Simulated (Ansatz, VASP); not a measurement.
# One calculation of Be, two programs

```xyz
1
Lattice="-1.2531 1.2531 1.2531 1.2531 -1.2531 1.2531 1.2531 1.2531 -1.2531" Properties=species:S:1:pos:R:3 pbc="T T T"
Be    0.0000    0.0000    0.0000
```

Alike in both runs: task electric field gradients; functional PBE; k mesh 23 × 23 × 23; occupations fermi-dirac, width 0.03 eV; no spin polarisation.

```csv
,VASP,Ansatz
version,VASP 6.6.1,Ansatz 0.2.0
potentials or method,"VASP PAW PBE potentials, release 64 (Be), cutoff 520 eV","all-electron PAW with datasets made for the crystal, scalar-relativistic"
```

Ansatz gave:

| Item | Value |
| --- | --- |
| pressure (GPa) | -0.9 |

Task: Estimate VASP's values.

Result: Pressure (GPa): -0.7.

Ansatz ran all-electron here, and VASP with PAW potentials. Ansatz's warnings: band levels unverified.
